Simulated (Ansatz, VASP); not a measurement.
## NbAs in VASP and in Ansatz

Contents of INCAR:

```
SYSTEM = NbAs
PREC = Accurate
ENCUT = 520
EDIFF = 1E-7
ISMEAR = 0
SIGMA = 0.1
LREAL = .FALSE.
LASPH = .TRUE.
NELM = 60
ALGO = Normal
ISIF = 2
LWAVE = .FALSE.
LCHARG = .FALSE.
GGA = PS
NBANDS = 26
```

The input KPOINTS:

```
Automatic mesh
0
G
  6 6 4
  0 0 0
```

POSCAR

```
NbAs
1.0
    3.4774823675      0.0000000000      0.0000000000
   -1.7387411837      3.0115880715      0.0000000000
    0.0000000000      0.0000000000      6.7434751178
Nb As
2 2
Direct
    0.3333333333      0.6666666667      0.0301515144
    0.6666666667      0.3333333333      0.5301515144
    0.3333333333      0.6666666667      0.3548484856
    0.6666666667      0.3333333333      0.8548484856
```

Input for Ansatz:

```yaml
crystal:
  lattice:
    - [3.4774823675, 0.0, 0.0]
    - [-1.7387411837, 3.0115880715, 0.0]
    - [0.0, 0.0, 6.7434751178]
  atoms:
    - { symbol: Nb, position: [0.3333333333, 0.6666666667, 0.0301515144] }
    - { symbol: Nb, position: [0.6666666667, 0.3333333333, 0.5301515144] }
    - { symbol: As, position: [0.3333333333, 0.6666666667, 0.3548484856] }
    - { symbol: As, position: [0.6666666667, 0.3333333333, 0.8548484856] }
basis:
  ecutwfc: 420
kpoints:
  mp_grid: { grid: [6, 6, 4] }
hamiltonian:
  xc: pbesol
scf:
  occupations: { method: gaussian, width: 0.1 }
output:
  forces: true
  stress: true
  eigenvalues: true
```

Alike in both runs: task single point; functional PBEsol; k mesh 6 × 6 × 4; occupations gaussian, width 0.1 eV; no spin polarisation.

```csv
,VASP,Ansatz
version,VASP 6.6.1,Ansatz 0.2.0
potentials or method,"VASP PAW PBE potentials, release 64 (Nb_sv, As), cutoff 520 eV","scalar-relativistic, plane waves, PAW"
valence electrons in the cell,36,56
```

Ansatz gave:

| Item | Value |
| --- | --- |
| gap on the k mesh at the Fermi level (eV) | none |
| rms of the force components (eV/Å) | 0.626 |

Problem. Which values does VASP return?

Solution. gap on the k mesh at the Fermi level (eV): none; rms of the force components (eV/Å): 0.631.

VASP's potentials were made for PBE, not for PBEsol. Atom by atom the forces differ by 0.005 eV/Å (rms over components). A gap of «none» marks a metal or a gap that the smearing closes. With one functional, cell and mesh, what is left measures potentials, basis and numerics. VASP's potentials hold 36 valence electrons a cell and Ansatz's 56, so a difference there can come from the potentials and not from the codes.
